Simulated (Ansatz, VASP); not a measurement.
## Mn in VASP and in Ansatz

File POSCAR:

```
Mn
1.0
    2.2595922788      0.0000000000      0.0000000000
    0.0000000000      2.2595922788      0.0000000000
    0.0000000000      0.0000000000      2.2595922788
Mn
1
Direct
    0.0000000000      0.0000000000      0.0000000000
```

INCAR.step1

```
ALGO = Normal
EDIFF = 1E-4
ENCUT = 520
GGA = PE
GGA_COMPAT = F
ISMEAR = -1
LASPH = T
LCHARG = F
LMAXMIX = 4
LREAL = F
LSORBIT = T
LWAVE = T
MAGMOM = 0 0 0
NBANDS = 24
NELM = 150
PREC = Accurate
SIGMA = 0.1
```

Contents of INCAR.step2:

```
ALGO = Normal
EDIFF = 1E-6
ENCUT = 520
GGA_COMPAT = F
ISIF = 2
ISMEAR = -1
ISTART = 1
LASPH = T
LCHARG = F
LMAXMIX = 4
LMIXTAU = T
LORBIT = 11
LORBMOM = T
LREAL = F
LSORBIT = T
LWAVE = F
MAGMOM = 0 0 0
METAGGA = R2SCAN
NBANDS = 24
NELM = 150
PREC = Accurate
SIGMA = 0.1
```

File KPOINTS:

```
k-points
0
Gamma
  14 14 14
```

Input for Ansatz:

```yaml
crystal:
  lattice:
    - [2.2595922788, 0.0, 0.0]
    - [0.0, 2.2595922788, 0.0]
    - [0.0, 0.0, 2.2595922788]
  atoms:
    - { symbol: Mn, position: [0.0, 0.0, 0.0] }
hamiltonian:
  xc: r2scan
  pseudopotentials:
    kind: paw_fr
    azcp:
      Mn: "pseudopotentials/Mn.paw.azcp"
basis:
  ecutwfc: 500
  fft_grid_basis: typed
kpoints:
  mp_grid: { grid: [14, 14, 14], shift: [0, 0, 0] }
magnetization:
  noncollinear: true
  spin_orbit: true
scf:
  occupations: { method: fermi_dirac, width: 0.1 }
```

Alike in both runs: task single point; functional r2SCAN; k mesh 14 × 14 × 14; occupations fermi-dirac, width 0.1 eV; non-collinear spin, spin-orbit coupling.

```csv
,VASP,Ansatz
version,VASP 6.6.1,Ansatz 0.2.0
potentials or method,"VASP PAW PBE potentials, release 64 (Mn_pv), cutoff 520 eV","plane waves (500 eV) with PAW, fully relativistic with spin-orbit coupling"
valence electrons in the cell,13,15
```

|  | VASP | Ansatz | Ansatz less VASP |
| --- | --- | --- | --- |
| net moment per atom (μB) | 0.00 | 0.00 | 0.000 |

VASP's potentials were made for PBE, not for r2SCAN. VASP's potentials hold 13 valence electrons a cell and Ansatz's 15, so a difference there can come from the potentials and not from the codes.
